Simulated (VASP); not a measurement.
# AlRu (Pmmm) in VASP: a series of runs

Runs on AlRu. Level: PBEsol. Tasks: single point.

Everything below comes from runs of VASP 6.6.1. Logs are shortened: lines on timing, memory, paths and dates and some standing lists are left out, and cuts for length are marked.

**1. The cell of the first run**

Symmetry: Pmmm, No. 47, orthorhombic system. Conventional cell: a = 2.530 Å, b = 2.976 Å, c = 3.423 Å, α = 90.00°, β = 90.00°, γ = 90.00°. Within 3.3 Å of Al (site symmetry mmm) lie 4 Al at 2.53 to 2.98 Å and 8 Ru at 2.60 Å. Ru (site symmetry mmm) has 4 Ru at 2.53 to 2.98 Å and 8 Al at 2.60 Å within 3.3 Å.

**2. Single point, PBEsol (strain -0.1500 x Voigt [1, -1, 0, 0, 0, 0])**

Contents of INCAR:

```
PREC = Accurate ; ENCUT = 520
EDIFF = 1E-7 ; ISMEAR = 0
SIGMA = 0.15 ; LREAL = F
LASPH = T ; NELM = 100
ALGO = Fast ; ISIF = 2
LWAVE = F ; LCHARG = T
GGA = PS ; LELF = T
LVHAR = T ; NBANDS = 16
```

Contents of KPOINTS:

```
regular mesh
0
Gamma
  20 20 20
```

Contents of POSCAR:

```
AlRu
1.0
    2.5299466494      0.0000000000      0.0000000000
    0.0000000000      3.4228689962      0.0000000000
    0.0000000000      0.0000000000      2.9764078228
Al Ru
1 1
Direct
    0.0000000000      0.0000000000      0.0000000000
    0.5000000000      0.5000000000      0.5000000000
```

Potentials or basis: VASP PAW PBE potentials, release 64 (Al, Ru_pv).

The run is started by

```
$ cat potpaw_PBE.64/Al/POTCAR potpaw_PBE.64/Ru_pv/POTCAR > POTCAR
$ mpirun -np 1 vasp_std > vasp.out
```

OUTCAR:

```text
PREC = Accurate
   ENCUT = 520
   EDIFF = 1E-7
   ISMEAR = 0
   LREAL = F
   LASPH = T
   NELM = 100
   ISIF = 2
   GGA = PS

 ion  position               nearest neighbor table
   1  0.000  0.000  0.000-   2 2.60   2 2.60   2 2.60   2 2.60   2 2.60   2 2.60   2 2.60   2 2.60

   2  0.500  0.500  0.500-   1 2.60   1 2.60   1 2.60   1 2.60   1 2.60   1 2.60   1 2.60   1 2.60

  LATTYP: Found a simple orthorhombic cell.
 ALAT       =     2.5299466494
 B/A-ratio  =     1.1764705882
 C/A-ratio  =     1.3529411765

  Lattice vectors:

 A1 = (  -2.5299466494,   0.0000000000,   0.0000000000)
 A2 = (   0.0000000000,   0.0000000000,   2.9764078228)
 A3 = (   0.0000000000,   3.4228689962,   0.0000000000)

Analysis of symmetry for initial positions (statically):
=====================================================================
 Subroutine PRICEL returns:
 Original cell was already a primitive cell.

 Routine SETGRP: Setting up the symmetry group for a
 simple orthorhombic supercell.

 Subroutine GETGRP returns: Found  8 space group operations
 (whereof  8 operations were pure point group operations)
 out of a pool of  8 trial point group operations.

The static configuration has the point symmetry D_2h.

Analysis of symmetry for dynamics (positions and initial velocities):
=====================================================================
 Subroutine PRICEL returns:
 Original cell was already a primitive cell.

 Routine SETGRP: Setting up the symmetry group for a
 simple orthorhombic supercell.

 Subroutine GETGRP returns: Found  8 space group operations
 (whereof  8 operations were pure point group operations)
 out of a pool of  8 trial point group operations.

The dynamic configuration has the point symmetry D_2h.

 Subroutine INISYM returns: Found  8 space group operations
 (whereof  8 operations are pure point group operations),
 and found     1 'primitive' translations

----------------------------------------------------------------------------------------

                                     Primitive cell

  volume of cell :      25.7747

  direct lattice vectors                    reciprocal lattice vectors
     2.529946649  0.000000000  0.000000000     0.395265252  0.000000000  0.000000000
     0.000000000  3.422868996  0.000000000     0.000000000  0.292152578  0.000000000
     0.000000000  0.000000000  2.976407823     0.000000000  0.000000000  0.335975464

  length of vectors
[... 78 lines left out ...]
   LSORBIT =      F    spin-orbit coupling
   LASPH  =      T    aspherical Exc in radial PAW
   ENCUT  =  520.0 eV  38.22 Ry    6.18 a.u.   4.70  6.36  5.53*2*pi/ulx,y,z
   NELM   =    100;   NELMIN=  2; NELMDL= -5     # of ELM steps
   EDIFF  = 0.1E-06   stopping-criterion for ELM
   LREAL  =      F    real-space projection
   EDIFFG = 0.1E-05   stopping-criterion for IOM
   NSW    =      0    number of steps for IOM
   IBRION =     -1    ionic relax: 0-MD 1-quasi-New 2-CG
   NFREE  =      0    steps in history (QN), initial steepest desc. (CG)
   ISIF   =      2    stress and relaxation
   ISYM   =      2    0-nonsym 1-usesym 2-fastsym
   POTIM  = 0.5000    time-step for ionic-motion
   TEBEG  =    0.0;   TEEND  =   0.0 temperature during run
   PSTRESS=    0.0 pullay stress
   NELECT =      17.0000    total number of electrons
   NUPDOWN=      -1.0000    fix difference up-down
   EMIN   =  10.00;   EMAX   =-10.00  energy-range for DOS
   EFERMI =   0.00;   METHOD = LEGACY
   ISMEAR =     0;   SIGMA  =   0.15  broadening in eV -4-tet -1-fermi 0-gaus
   EFERMI_NEDOS =   21; number of points for ismear=-14 and -15
   IALGO  =     68    algorithm
   IMIX   =      4    mixing-type and parameters
     AMIX     =   0.40;   BMIX     =  1.00
     AMIX_MAG =   1.60;   BMIX_MAG =  1.00
  volume/ion in A,a.u.               =      12.89        86.97
  Fermi-wavevector in a.u.,A,eV,Ry     =   1.425038  2.692931 27.629804  2.030733
  Thomas-Fermi vector in A             =   2.545465
   LORBIT       =      0    0 simple, 1 ext, 2 COOP (PROOUT), +10 PAW based schemes
   GGA     = PS    functional components
   LHFCALC =     F    Hartree Fock is set to
   AEXX    =    0.0000 exact exchange contribution
   IVDW    =     0    specifies the selected vdW correction
   LEPSILON=     F    determine dielectric tensor
   LRPA    =     F    only Hartree local field effects (RPA)
 non-spin polarized calculation
 RMM-DIIS sequential band-by-band and
 Gauss-broadening in eV      SIGMA  =   0.15
  energy-cutoff  :      520.00
  volume of cell :       25.77
 maximum number of plane-waves:       711
 NGX is ok and might be reduce to    20
   NGX =  9   NGY = 13   NGZ = 11

 number of electron      16.9999999 magnetization

 Free energy of the ion-electron system (eV)
  ---------------------------------------------------
  ext. energy  EPLUGINS =         0.00000000
  ---------------------------------------------------
  free energy    TOTEN  =       -14.80401219 eV

  energy without entropy =      -14.78292139  energy(sigma->0) =      -14.79346679

 E-fermi :  11.6598     XC(G=0): -12.8740

 val. band max:       11.6588551152   @ k =   0.0000   0.3500   0.4000
 cond. band min:      11.6602747426   @ k =   0.0500   0.2000   0.1500
 fundamental gap:      0.0014196274
 Fermi energy:        11.6598178721

 k-point     1 :       0.0000    0.0000    0.0000
  band No.  band energies     occupation
      1     -30.6689      2.00000
      2     -30.5511      2.00000
      3     -30.2394      2.00000
      4       1.1680      2.00000
      5       6.9464      2.00000
      6       7.2805      2.00000
[... 433 lines left out ...]
      3     -30.2647      2.00000
      4       1.3833      2.00000
      5       7.0158      2.00000
      6       7.3201      2.00000
[... 8 lines left out ...]
     15      23.1876      0.00000
     16      28.7192      0.00000

 [... further k-points ...]
[... 5 lines left out ...]
  --------------------------------------------------------------------------------------
  -------------------------------------------------------------------------------------
  Total        7.1938699     -0.0546277      0.0578771      0.0000000      0.0000000      0.0000000
  in kB      447.1766140     -3.3957001      3.5976882      0.0000000      0.0000000      0.0000000
  external PRESSURE =     149.1262007 kB  Pullay stress =       0.0000000 kB

 VOLUME and BASIS-vectors are now :
 -----------------------------------------------------------------------------
  energy-cutoff  :      520.00
  volume of cell :       25.77
      direct lattice vectors                 reciprocal lattice vectors
     2.529946649  0.000000000  0.000000000     0.395265252  0.000000000  0.000000000
     0.000000000  3.422868996  0.000000000     0.000000000  0.292152578  0.000000000
     0.000000000  0.000000000  2.976407823     0.000000000  0.000000000  0.335975464

 POSITION                                       TOTAL-FORCE (eV/Angst)
 -----------------------------------------------------------------------------------
      0.00000      0.00000      0.00000         0.000000      0.000000      0.000000
      1.26497      1.71143      1.48820         0.000000      0.000000      0.000000
 -----------------------------------------------------------------------------------
    total drift:                               -0.000000      0.000000      0.000000

  FREE ENERGIE OF THE ION-ELECTRON SYSTEM (eV)
  ---------------------------------------------------
  free  energy   TOTEN  =       -14.8040121946 eV

  energy  without entropy=      -14.7829213853  energy(sigma->0) =      -14.79346679
```

OSZICAR:

```text
N       E                     dE             d eps       ncg     rms          rms(c)
DAV:   1     0.116069102388E+03    0.11607E+03   -0.91558E+03 43536   0.993E+02
DAV:   2    -0.136959489985E+02   -0.12977E+03   -0.12359E+03 50096   0.295E+02
DAV:   3    -0.155781352666E+02   -0.18822E+01   -0.18764E+01 55320   0.371E+01
DAV:   4    -0.155915949095E+02   -0.13460E-01   -0.13442E-01 52728   0.329E+00
DAV:   5    -0.155917815389E+02   -0.18663E-03   -0.18640E-03 51904   0.373E-01    0.152E+01
RMM:   6    -0.149275475563E+02    0.66423E+00   -0.22166E+00 43781   0.117E+01    0.310E+00
RMM:   7    -0.148258708975E+02    0.10168E+00   -0.16605E-01 44347   0.328E+00    0.283E+00
RMM:   8    -0.148045894282E+02    0.21281E-01   -0.26704E-02 47099   0.124E+00    0.293E-01
RMM:   9    -0.148040571562E+02    0.53227E-03   -0.18473E-03 50056   0.365E-01    0.124E-01
RMM:  10    -0.148040120086E+02    0.45148E-04   -0.27923E-04 51930   0.151E-01    0.719E-02
RMM:  11    -0.148040145353E+02   -0.25267E-05   -0.68691E-05 51169   0.705E-02    0.273E-02
RMM:  12    -0.148040124027E+02    0.21326E-05   -0.24041E-05 51105   0.424E-02    0.144E-02
RMM:  13    -0.148040120894E+02    0.31333E-06   -0.60854E-06 50377   0.213E-02    0.971E-03
RMM:  14    -0.148040121441E+02   -0.54732E-07   -0.17353E-06 51697   0.114E-02    0.957E-03
RMM:  15    -0.148040121946E+02   -0.50474E-07   -0.37403E-07 41656   0.522E-03
   1 F= -.14804012E+02 E0= -.14793467E+02  d E =-.210908E-01
```

Wall time 5.8 min (1 thread of Intel Xeon 6975P-C, shared host); peak memory 0.6 GiB.

What came out:

```yaml
Free_energy: -14.8040 eV
Pressure: 14.9 GPa
```

Caveat: the cell differs from its parent crystal (strain -0.1500 x Voigt [1, -1, 0, 0, 0, 0]); the PAW data sets were made with another functional, which shifts forces and pressure a little.

**3. Single point, PBEsol (strain +0.1312 x Voigt [1, -1, 0, 0, 0, 0])**

Contents of INCAR:

```
SYSTEM = AlRu
  ALGO = Fast
  EDIFF = 1E-6
  ENCUT = 520
  GGA = PS
  ISIF = 2
  ISMEAR = 0
  LASPH = .TRUE.
  LCHARG = .FALSE.
  LREAL = .FALSE.
  LWAVE = .FALSE.
  NBANDS = 16
  NELM = 80
  PREC = Accurate
  SIGMA = 0.15
```

Contents of KPOINTS:

```
k-points
0
G
  20 20 20
  0 0 0
```

Contents of POSCAR:

```
AlRu
1.0
    3.3669125292      0.0000000000      0.0000000000
    0.0000000000      2.5859031164      0.0000000000
    0.0000000000      0.0000000000      2.9764078228
Al Ru
1 1
Direct
    0.0000000000      0.0000000000      0.0000000000
    0.5000000000      0.5000000000      0.5000000000
```

Potentials or basis: VASP PAW PBE potentials, release 64 (Al, Ru_pv).

The run is started by

```
$ cat potpaw_PBE.64/Al/POTCAR potpaw_PBE.64/Ru_pv/POTCAR > POTCAR
$ mpirun -np 1 vasp_std > vasp.out
```

OUTCAR:

```text
SYSTEM = AlRu
   EDIFF = 1E-6
   ENCUT = 520
   GGA = PS
   ISIF = 2
   ISMEAR = 0
   LASPH = .TRUE.
   LREAL = .FALSE.
   NELM = 80
   PREC = Accurate

 ion  position               nearest neighbor table
   1  0.000  0.000  0.000-   2 2.59   2 2.59   2 2.59   2 2.59   2 2.59   2 2.59   2 2.59   2 2.59

   2  0.500  0.500  0.500-   1 2.59   1 2.59   1 2.59   1 2.59   1 2.59   1 2.59   1 2.59   1 2.59

  LATTYP: Found a simple orthorhombic cell.
 ALAT       =     2.5859031164
 B/A-ratio  =     1.1510128914
 C/A-ratio  =     1.3020257827

  Lattice vectors:

[... 629 lines left out ...]
      4       1.4176      2.00000
      5       7.2714      2.00000
      6       7.4164      2.00000
[... 8 lines left out ...]
     15      23.0683      0.00000
     16      28.9363      0.00000

 [... further k-points ...]
[... 5 lines left out ...]
  --------------------------------------------------------------------------------------
  -------------------------------------------------------------------------------------
  Total       -1.1121505      6.4081353      0.1015459      0.0000000      0.0000000      0.0000000
  in kB      -68.7602798    396.1920301      6.2782166      0.0000000      0.0000000      0.0000000
  external PRESSURE =     111.2366556 kB  Pullay stress =       0.0000000 kB

 VOLUME and BASIS-vectors are now :
 -----------------------------------------------------------------------------
  energy-cutoff  :      520.00
  volume of cell :       25.91
      direct lattice vectors                 reciprocal lattice vectors
     3.366912529  0.000000000  0.000000000     0.297008013  0.000000000  0.000000000
     0.000000000  2.585903116  0.000000000     0.000000000  0.386712091  0.000000000
     0.000000000  0.000000000  2.976407823     0.000000000  0.000000000  0.335975464

 POSITION                                       TOTAL-FORCE (eV/Angst)
 -----------------------------------------------------------------------------------
      0.00000      0.00000      0.00000         0.000000      0.000000      0.000000
      1.68346      1.29295      1.48820         0.000000      0.000000      0.000000
 -----------------------------------------------------------------------------------
    total drift:                                0.000000      0.000000      0.000000

  FREE ENERGIE OF THE ION-ELECTRON SYSTEM (eV)
  ---------------------------------------------------
  free  energy   TOTEN  =       -14.9621422717 eV

  energy  without entropy=      -14.9418981819  energy(sigma->0) =      -14.95202023
```

OSZICAR:

```text
N       E                     dE             d eps       ncg     rms          rms(c)
DAV:   1     0.116427732872E+03    0.11643E+03   -0.91499E+03 43424   0.992E+02
DAV:   2    -0.138349998866E+02   -0.13026E+03   -0.12407E+03 50344   0.295E+02
DAV:   3    -0.157305125655E+02   -0.18955E+01   -0.18891E+01 55336   0.372E+01
DAV:   4    -0.157439418034E+02   -0.13429E-01   -0.13412E-01 52896   0.329E+00
DAV:   5    -0.157441262476E+02   -0.18444E-03   -0.18421E-03 51816   0.371E-01    0.148E+01
RMM:   6    -0.150762925651E+02    0.66783E+00   -0.22072E+00 43686   0.117E+01    0.290E+00
RMM:   7    -0.149826555428E+02    0.93637E-01   -0.15481E-01 44474   0.318E+00    0.263E+00
RMM:   8    -0.149627003364E+02    0.19955E-01   -0.24545E-02 47041   0.116E+00    0.278E-01
RMM:   9    -0.149621830235E+02    0.51731E-03   -0.17236E-03 49867   0.349E-01    0.123E-01
RMM:  10    -0.149621423003E+02    0.40723E-04   -0.25707E-04 51983   0.145E-01    0.724E-02
RMM:  11    -0.149621454630E+02   -0.31627E-05   -0.69290E-05 51107   0.721E-02    0.255E-02
RMM:  12    -0.149621426372E+02    0.28258E-05   -0.25836E-05 50472   0.443E-02    0.161E-02
RMM:  13    -0.149621422717E+02    0.36551E-06   -0.64287E-06 46292   0.215E-02
   1 F= -.14962142E+02 E0= -.14952020E+02  d E =-.202441E-01
```

stdout:

```text
POSCAR found type information on POSCAR AlRu
 POSCAR found :  2 types and       2 ions
 scaLAPACK will be used
 -----------------------------------------------------------------------------
|                                                                             |
|                                                                             |
|     You enforced a specific xc type in the INCAR file but a different       |
|     I HOPE YOU KNOW WHAT YOU ARE DOING!                                     |
|                                                                             |
 -----------------------------------------------------------------------------

 LDA part: xc-table for (Slater+PW92), standard interpolation
 POSCAR, INCAR and KPOINTS ok, starting setup
 FFT: planning ... GRIDC
 FFT: planning ... GRID_SOFT
 FFT: planning ... GRID
 WAVECAR not read
 entering main loop
WARNING in EDDRMM: call to ZHEGV failed, returncode =   6  3     15
```

Wall time 4.4 min (1 thread of Intel Xeon 6975P-C, shared host); peak memory 0.6 GiB.

What came out:

```
Free energy : -14.9621 eV
Pressure    : 11.1 GPa
```

Stress tensor (GPa, compression positive):
```
-6.88  0.00  0.00
 0.00 39.62  0.00
 0.00  0.00  0.63
```

Caveat: the cell differs from its parent crystal (strain +0.1312 x Voigt [1, -1, 0, 0, 0, 0]); the PAW data sets were made with another functional, which shifts forces and pressure a little.

**4. Single point, PBEsol (strain +0.1125 x Voigt [1, -1, 0, 0, 0, 0])**

Contents of INCAR:

```
PREC = Accurate ; ENCUT = 520
EDIFF = 1E-6 ; ISMEAR = 0
SIGMA = 0.15 ; LREAL = F
LASPH = T ; NELM = 80
ALGO = Fast ; ISIF = 2
LWAVE = F ; LCHARG = F
GGA = PS ; NBANDS = 16
```

Contents of KPOINTS:

```
Automatic mesh
0
Gamma
  20 20 20
```

Contents of POSCAR:

```
AlRu
1.0
    3.3112537029      0.0000000000      0.0000000000
    0.0000000000      2.6415619427      0.0000000000
    0.0000000000      0.0000000000      2.9764078228
Al Ru
1 1
Direct
    0.0000000000      0.0000000000      0.0000000000
    0.5000000000      0.5000000000      0.5000000000
```

The run is started by

```
$ cat potpaw_PBE.64/Al/POTCAR potpaw_PBE.64/Ru_pv/POTCAR > POTCAR
$ mpirun -np 1 vasp_std > vasp.out
```

It took 4.6 min on 1 thread of Intel Xeon 6975P-C, shared host; peak memory 0.6 GiB.

The run converged. Its results:

```
Free energy : -15.1154 eV
Pressure    : 7.8 GPa
```

Stress tensor (GPa, compression positive):
```
-11.21   0.00   0.00
  0.00  33.71   0.00
  0.00   0.00   1.01
```

Levels at points of the mesh, in eV from the Fermi level:
| k point | band 6 | band 7 | band 8 | band 9 | band 10 | band 11 | band 12 | band 13 |
| --- | --- | --- | --- | --- | --- | --- | --- | --- |
| (0.00, 0.00, 0.00) | -4.10 | -0.78 | 0.30 | 0.78 | 2.78 | 5.65 | 9.38 | 9.94 |
| (0.50, 0.00, 0.00) | -3.74 | -2.00 | -0.44 | 0.14 | 0.88 | 7.14 | 10.61 | 11.68 |
| (0.00, 0.50, 0.00) | -3.30 | -2.72 | -2.18 | -0.17 | 4.05 | 7.06 | 8.29 | 10.71 |
| (0.50, 0.50, 0.00) | -2.34 | -1.98 | -1.15 | -0.71 | 0.71 | 5.91 | 6.42 | 10.67 |
| (0.00, 0.00, 0.50) | -3.57 | -3.23 | -0.48 | 0.53 | 2.03 | 6.42 | 8.14 | 11.08 |
| (0.50, 0.00, 0.50) | -2.69 | -1.99 | -0.35 | -0.16 | 0.32 | 3.81 | 5.07 | 11.68 |
| (0.00, 0.50, 0.50) | -2.75 | -2.13 | -1.49 | -0.54 | 1.95 | 6.65 | 6.88 | 8.45 |
| (0.50, 0.50, 0.50) | -4.78 | 0.71 | 2.17 | 2.64 | 3.28 | 3.94 | 4.82 | 6.71 |

Caveat: the cell differs from its parent crystal (strain +0.1125 x Voigt [1, -1, 0, 0, 0, 0]); the PAW data sets were made with another functional, which shifts forces and pressure a little.

**5. The runs side by side**

```tsv
cell	further INCAR settings	gap on the mesh (eV)	pressure (GPa)
a = 2.530, b = 3.423, c = 2.976 Å, 2 atoms	ALGO = Fast; EDIFF = 1e-07; NBANDS = 16	none	14.9
a = 3.367, b = 2.586, c = 2.976 Å, 2 atoms	ALGO = Fast; EDIFF = 1e-06; NBANDS = 16	none	11.1
a = 3.311, b = 2.642, c = 2.976 Å, 2 atoms	ALGO = Fast; EDIFF = 1e-06; NBANDS = 16	none	7.8
```

Alike in all rows: task single point; level PBEsol; potentials or basis VASP PAW PBE potentials, release 64 (Al, Ru_pv); no spin polarisation; k mesh 20 × 20 × 20; cutoff (eV) 520; smearing gaussian 0.15 eV.

Caveats: the PAW data sets were made with another functional, which shifts forces and pressure a little.

Absolute energies hang on the potentials; compare differences alone.
